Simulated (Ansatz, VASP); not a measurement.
# K2Se2O7: VASP beside Ansatz

Contents of INCAR:

```
SYSTEM = K2Se2O7
PREC = Accurate
ENCUT = 520
EDIFF = 1E-8
ISMEAR = -1
SIGMA = 0.02
LREAL = Auto
LASPH = .TRUE.
NELM = 60
ALGO = Normal
ISIF = 2
LWAVE = .FALSE.
LCHARG = .FALSE.
GGA = PE
LEFG = .TRUE.
NBANDS = 89
```

The input KPOINTS:

```
regular mesh
0
G
  4 4 3
  0 0 0
```

Contents of POSCAR:

```
K2Se2O7
1.0
    6.4146088424     -3.7707034600      0.0000000000
    6.4146088424      3.7707034600      0.0000000000
   -0.4450417352      0.0000000000      7.4771857163
K Se O
4 4 14
Direct
    0.4990466500      0.7935678500      0.3647929900
    0.2064321500      0.5009533500      0.1352070100
    0.5009533500      0.2064321500      0.6352070100
    0.7935678500      0.4990466500      0.8647929900
    0.9268025500      0.2852694000      0.3711459400
    0.7147306000      0.0731974500      0.1288540600
    0.0731974500      0.7147306000      0.6288540600
    0.2852694000      0.9268025500      0.8711459400
    0.7551658400      0.3542453000      0.5238865500
    0.6457547000      0.2448341600      0.9761134500
    0.2448341600      0.6457547000      0.4761134500
    0.3542453000      0.7551658400      0.0238865500
    0.8589366900      0.4646685800      0.2260258000
    0.5353314200      0.1410633100      0.2739742000
    0.1410633100      0.5353314200      0.7739742000
    0.4646685800      0.8589366900      0.7260258000
    0.1639278100      0.1869932900      0.4432183300
    0.8130067100      0.8360721900      0.0567816700
    0.8360721900      0.8130067100      0.5567816700
    0.1869932900      0.1639278100      0.9432183300
    0.9352227700      0.0647772300      0.2500000000
    0.0647772300      0.9352227700      0.7500000000
```

Input for Ansatz:

```yaml
crystal:
  lattice:
    - [6.4146088424, -3.77070346, 0.0]
    - [6.4146088424, 3.77070346, 0.0]
    - [-0.4450417352, 0.0, 7.4771857163]
  atoms:
    - { symbol: K, position: [0.49904665, 0.79356785, 0.36479299] }
    - { symbol: K, position: [0.20643215, 0.50095335, 0.13520701] }
    - { symbol: K, position: [0.50095335, 0.20643215, 0.63520701] }
    - { symbol: K, position: [0.79356785, 0.49904665, 0.86479299] }
    - { symbol: Se, position: [0.92680255, 0.2852694, 0.37114594] }
    - { symbol: Se, position: [0.7147306, 0.07319745, 0.12885406] }
    - { symbol: Se, position: [0.07319745, 0.7147306, 0.62885406] }
    - { symbol: Se, position: [0.2852694, 0.92680255, 0.87114594] }
    - { symbol: O, position: [0.75516584, 0.3542453, 0.52388655] }
    - { symbol: O, position: [0.6457547, 0.24483416, 0.97611345] }
    - { symbol: O, position: [0.24483416, 0.6457547, 0.47611345] }
    - { symbol: O, position: [0.3542453, 0.75516584, 0.02388655] }
    - { symbol: O, position: [0.85893669, 0.46466858, 0.2260258] }
    - { symbol: O, position: [0.53533142, 0.14106331, 0.2739742] }
    - { symbol: O, position: [0.14106331, 0.53533142, 0.7739742] }
    - { symbol: O, position: [0.46466858, 0.85893669, 0.7260258] }
    - { symbol: O, position: [0.16392781, 0.18699329, 0.44321833] }
    - { symbol: O, position: [0.81300671, 0.83607219, 0.05678167] }
    - { symbol: O, position: [0.83607219, 0.81300671, 0.55678167] }
    - { symbol: O, position: [0.18699329, 0.16392781, 0.94321833] }
    - { symbol: O, position: [0.93522277, 0.06477723, 0.25] }
    - { symbol: O, position: [0.06477723, 0.93522277, 0.75] }
kpoints:
  mp_grid: { grid: [4, 4, 3] }
scf:
  occupations: { method: fermi_dirac, width: 0.02 }
hamiltonian:
  xc: pbe
  pseudopotentials: { kind: paw }
output:
  forces: true
  stress: true
  populations: true
  efg:
    quadrupole_moments_barn: { K: 0.0603, O: -0.02558 }
    contact_densities: true
```

Alike in both runs: task electric field gradients; functional PBE; k mesh 4 × 4 × 3; occupations fermi-dirac, width 0.02 eV; no spin polarisation.

|  | VASP | Ansatz |
| --- | --- | --- |
| version | VASP 6.6.1 | Ansatz 0.2.0 |
| potentials or method | VASP PAW PBE potentials, release 64 (K_sv, Se, O) | plane-wave PAW, scalar-relativistic |
| plane-wave cutoff (eV) | 520 | 420 |
| valence electrons in the cell | 144 | 184 |

```csv
,VASP,Ansatz,Ansatz less VASP
gap on the k mesh at the Fermi level (eV),3.32,3.36,+0.040
pressure (GPa),4.7,3.6,-1.08
"traceless stress, the component that is largest in VASP (GPa)",-0.41,-0.10,+0.316
rms of the force components (eV/Å),0.348,0.204,-0.1445
size of Vzz on the site where it differs most (V/Å²),145.8,134.2,-11.53
```

Atom by atom the forces differ by 0.153 eV/Å (rms over components). VASP's potentials hold 144 valence electrons a cell and Ansatz's 184, so a difference there can come from the potentials and not from the codes.
